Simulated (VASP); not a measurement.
WC, 2 atoms in the cell. Symmetry: Imm2, No. 44, orthorhombic system. Conventional cell: a = 3.101 Å, b = 4.385 Å, c = 3.101 Å, α = 90.00°, β = 90.00°, γ = 90.00°. Within 2.8 Å of W (site symmetry mm2) lie 6 C at 2.15 to 2.24 Å. Within 2.8 Å of C (site symmetry mm2) lie 6 W at 2.15 to 2.24 Å.  This cell differs from its parent crystal: all W atoms moved +0.062 Å, as atom 1 towards its neighbour atom 1 (W) at 3.101 Å.

- Program: VASP 6.6.1
- Task: single point
- Functional: PBEsol
- Potentials or basis: VASP PAW PBE potentials, release 64 (W_sv, C)
- Cutoff: 520 eV
- k mesh: 18 × 18 × 18
- Occupations: gaussian, width 0.15 eV
- Spin: no spin polarisation
- Dipole correction: no
- Further INCAR settings: ALGO = Normal; EDIFF = 1e-07; NBANDS = 16

Potentials or basis: VASP PAW PBE potentials, release 64 (W_sv, C).

Launch:

```bash
$ cat potpaw_PBE.64/W_sv/POTCAR potpaw_PBE.64/C/POTCAR > POTCAR
$ mpirun -np 1 vasp_std > vasp.out
```

Hardware: 1 thread of Intel(R) Xeon(R) 6975P-C (Granite Rapids) (shared host).

Problem. Estimate the wall time of this run.

Solution. Wall time 69 s on 1 thread of Intel(R) Xeon(R) 6975P-C (Granite Rapids), with other jobs on the host, peak memory 0.38 GiB. Counts: scf iterations 13, k points 865.
